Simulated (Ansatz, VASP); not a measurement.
# Two plane-wave programs on MnH4

```
Mn H
1.0
     3.41083    0.00000    0.00000
     0.00000    3.41083    0.00000
     0.00000    0.00000    3.41083
Mn H
1 4
Direct
  0.50000 0.50000 0.50000
  0.00000 0.00000 0.00000
  0.50000 0.50000 0.00000
  0.50000 0.00000 0.50000
  0.00000 0.50000 0.50000
```

Change from the starting cell: species swapped into the Ni4N type (Pm-3m, No. 221).

Alike in both runs: functional PBE; k mesh 6 × 6 × 6; occupations gaussian, width 0.1 eV; collinear spin.

Ansatz relaxed the structure, and its values are those at the end. VASP's run is a single point on that final structure, the one shown.

|  | VASP | Ansatz |
| --- | --- | --- |
| version | VASP 6.6.1 | Ansatz 0.2.0 |
| potentials or method | VASP PAW PBE potentials, release 64 (Mn_pv, H), cutoff 520 eV | scalar-relativistic, plane waves, PAW |
| valence electrons in the cell | 17 | 19 |

Ansatz gave:

| Quantity | Value |
| --- | --- |
| gap on the k mesh at the Fermi level (eV) | none |
| pressure (GPa) | 0.1 |
| net moment per atom (μB) | 0.60 |
| size of the moment on the site where the two differ most (μB) | 2.87 |

**Question.** What did VASP give for the same quantities?

**Answer.** gap on the k mesh at the Fermi level (eV): none; pressure (GPa): 0.0; net moment per atom (μB): 0.60; size of the moment on the site where the two differ most (μB): 3.64.

Site moments also hang on the region over which each program counts them. A gap of «none» marks a metal or a gap that the smearing closes. VASP's potentials hold 17 valence electrons a cell and Ansatz's 19, so a difference there can come from the potentials and not from the codes.
